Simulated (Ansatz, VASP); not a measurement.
One calculation of CdF2, two programs

```
CELL_PARAMETERS angstrom
0.00000 2.68258 2.68258
2.68258 0.00000 2.68258
2.68258 2.68258 0.00000
ATOMIC_POSITIONS crystal
Cd 0.00000 0.00000 0.00000
F 0.25000 0.25000 0.25000
F 0.75000 0.75000 0.75000
```

Alike in both runs: task single point; functional PBE; k mesh 8 × 8 × 8; occupations fermi-dirac, width 0.02 eV; no spin polarisation.

|  | VASP | Ansatz |
| --- | --- | --- |
| version | VASP 6.6.1 | Ansatz 0.2.0 |
| potentials or method | VASP PAW PBE potentials, release 64 (Cd, F) | plane waves, PAW |
| plane-wave cutoff (eV) | 520 | 420 |
| valence electrons in the cell | 26 | 34 |

|  | VASP | Ansatz | Ansatz less VASP |
| --- | --- | --- | --- |
| gap on the k mesh at the Fermi level (eV) | 3.11 | 3.15 | +0.033 |
| pressure (GPa) | 7.8 | 7.0 | -0.81 |

VASP's potentials hold 26 valence electrons a cell and Ansatz's 34, so a difference there can come from the potentials and not from the codes.
